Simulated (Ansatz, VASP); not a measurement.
**One calculation of CeO2, two programs**

The input INCAR:

```
SYSTEM = CeO2
PREC = Accurate
ENCUT = 520
EDIFF = 1E-6
ISMEAR = 0
SIGMA = 0.05
LREAL = .False.
LASPH = .True.
NELM = 60
ALGO = Normal
ISIF = 2
LWAVE = .False.
LCHARG = .False.
GGA = PE
NBANDS = 19
```

The input KPOINTS:

```
regular mesh
0
Gamma
  12 12 12
  0 0 0
```

File POSCAR:

```
CeO2
1.0
    0.0000000000      2.7680818749      2.7680818749
    2.7680818749      0.0000000000      2.7680818749
    2.7680818749      2.7680818749      0.0000000000
Ce O
1 2
Direct
    0.0000000000      0.0000000000      0.0000000000
    0.2500000000      0.2500000000      0.2500000000
    0.7500000000      0.7500000000      0.7500000000
```

Input for Ansatz:

```yaml
crystal:
  lattice:
    - [0.0, 2.768081824, 2.768081824]
    - [2.768081824, 0.0, 2.768081824]
    - [2.768081824, 2.768081824, 0.0]
  atoms:
    - { symbol: Ce, position: [0.0, 0.0, 0.0] }
    - { symbol: O, position: [0.25, 0.25, 0.25] }
    - { symbol: O, position: [0.75, 0.75, 0.75] }
basis:
  ecutwfc: 420
  ecutrho_ratio: 4
kpoints:
  mp_grid: { grid: [12, 12, 12] }
hamiltonian:
  xc: pbe
scf:
  occupations: { method: gaussian, width: 0.05 }
output:
  forces: true
  stress: true
  eigenvalues: true
  write_density: true
  write_potential: true
  elf: true
  volumetric_format: npy
```

Alike in both runs: task single point; functional PBE; k mesh 12 × 12 × 12; occupations gaussian, width 0.05 eV; no spin polarisation.

|  | VASP | Ansatz |
| --- | --- | --- |
| version | VASP 6.6.1 | Ansatz 0.2.0 |
| potentials or method | VASP PAW PBE potentials, release 64 (Ce, O), cutoff 520 eV | scalar-relativistic, plane waves, PAW |
| valence electrons in the cell | 24 | 24 |

```tsv
	VASP	Ansatz	Ansatz less VASP
gap on the k mesh at the Fermi level (eV)	1.75	1.78	+0.032
least direct gap on the mesh (eV)	1.84	1.88	+0.032
pressure (GPa)	-6.2	-6.2	-0.05
```

With one functional, cell and mesh, what is left measures potentials, basis and numerics.

Neither program's run includes spin-orbit coupling.
